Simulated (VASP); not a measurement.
Set up this calculation in VASP 6.6.1, as the native input.

```
Task                    : single point
Functional              : LDA
Potentials or basis     : VASP PAW LDA potentials, release 64 (Ni, Pt)
Cutoff                  : 520 eV
k mesh                  : 9 × 9 × 9
Occupations             : fermi-dirac, width 0.05 eV
Spin                    : no spin polarisation
Dipole correction       : no
k mesh for the DOS      : 14 × 14 × 14
Occupations for the DOS : tetrahedron
Further INCAR settings  : ALGO = Normal; EDIFF = 1e-06
```

Crystal: Ni3Pt.

```xyz
4
Lattice="3.6246 0.0000 0.0000 0.0000 3.6246 0.0000 0.0000 0.0000 3.6246" Properties=species:S:1:pos:R:3 pbc="T T T"
Ni    1.8123    0.0000    1.8123
Ni    0.0000    1.8123    1.8123
Ni    1.8123    1.8123    0.0000
Pt    0.0000    0.0000    0.0000
```

The input as run:

POSCAR

```
Ni3Pt
1.0
    3.6245667900      0.0000000000      0.0000000000
    0.0000000000      3.6245667900      0.0000000000
    0.0000000000      0.0000000000      3.6245667900
Ni Pt
3 1
Direct
    0.5000000000      0.0000000000      0.5000000000
    0.0000000000      0.5000000000      0.5000000000
    0.5000000000      0.5000000000      0.0000000000
    0.0000000000      0.0000000000      0.0000000000
```

INCAR.step1

```
  ALGO = Normal
  EDIFF = 1E-6
  ENCUT = 520
  ISIF = 2
  ISMEAR = -1
  LASPH = T
  LCHARG = T
  LMAXMIX = 4
  LREAL = F
  LWAVE = F
  NBANDS = 28
  NELM = 80
  PREC = Accurate
  SIGMA = 0.05
```

KPOINTS.step1

```
k-points
0
Gamma
  9 9 9
```

INCAR.step2

```
  ALGO = Normal
  EDIFF = 1E-6
  ENCUT = 520
  ICHARG = 11
  ISIF = 2
  ISMEAR = -5
  LASPH = T
  LCHARG = F
  LMAXMIX = 4
  LORBIT = 11
  LREAL = F
  LWAVE = F
  NEDOS = 1001
  NELM = 80
  PREC = Accurate
  SIGMA = 0.05
```

KPOINTS.step2

```
k-points
0
Gamma
  14 14 14
```

Potentials or basis: VASP PAW LDA potentials, release 64 (Ni, Pt).

Launch:

```bash
$ cat potpaw_LDA.64/Ni/POTCAR potpaw_LDA.64/Pt/POTCAR > POTCAR
$ cp INCAR.step1 INCAR
$ cp KPOINTS.step1 KPOINTS
$ mpirun -np 1 vasp_std > vasp.out
$ cp INCAR.step2 INCAR
$ cp KPOINTS.step2 KPOINTS
$ mpirun -np 1 vasp_std > vasp.out
```

It gave:

The valence electrons inside the program's atomic spheres are Ni 9.31; Pt 9.43.

It took 45 s on 1 thread of AMD EPYC 9R45 96-Core Processor (Zen 5), on a shared host, peak memory 0.21 GiB.
